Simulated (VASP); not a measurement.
Write the native input for VASP 6.6.1 that does the following.

| Property | Result |
| --- | --- |
| Task | single point |
| Functional | PBE |
| Potentials or basis | VASP PAW PBE potentials, release 64 (Pr_3, Hg), 4f in core |
| Cutoff | 500 eV |
| k mesh | 3 × 3 × 4 |
| Occupations | gaussian, width 0.2 eV |
| Spin | no spin polarisation |
| Dipole correction | no |
| Further INCAR settings | ALGO = Normal; EDIFF = 1e-06; NBANDS = 36 |

The structure of Pr4Hg lies in POSCAR:

```
Pr4Hg
1.0
    4.7773164356     -5.4998086905      0.0000000000
    4.7773164356      5.4998086905      0.0000000000
    0.0000000000      0.0000000000      3.5253362813
Pr Hg
4 1
Direct
    0.7617682401      0.2382317599      0.5000000000
    0.2382317599      0.7617682401      0.5000000000
    0.3226243622      0.3226243622      0.0000000000
    0.6773756378      0.6773756378      0.0000000000
    0.0000000000      0.0000000000      0.0000000000
```

The cell was generated, and may not be a known phase.

One way to write it, as run:

INCAR

```
ALGO = Normal
EDIFF = 1E-6
ENCUT = 500
GGA = PE
GGA_COMPAT = F
ISIF = 2
ISMEAR = 0
LASPH = T
LCHARG = F
LMAXMIX = 6
LREAL = F
LWAVE = F
NBANDS = 36
NELM = 200
PREC = Accurate
SIGMA = 0.2
```

KPOINTS

```
k-points
0
Gamma
  3 3 4
```

Potentials or basis: VASP PAW PBE potentials, release 64 (Pr_3, Hg), 4f in core.

Command:

```console
$ cat potpaw_PBE.64/Pr_3/POTCAR potpaw_PBE.64/Hg/POTCAR > POTCAR
$ mpirun -np 1 vasp_std > vasp.out
```

It gave:

The pressure is 0.2 GPa. The largest force is 0.092 eV/Å. The band gap on the k mesh is zero (bands 28 and 29 overlap by 0.53 eV).

Caveat: the k points lie up to 0.45 Å⁻¹ apart, too coarse for converged energies and pressures of a metal; spin-orbit coupling is left out, which moves the levels of the heavy elements; the 4f electrons are frozen in the core, so they carry no moment and show no levels.

It took 48 s on 1 thread of Intel(R) Xeon(R) 6975P-C (Granite Rapids), with other jobs on the host, peak memory 0.3 GiB.
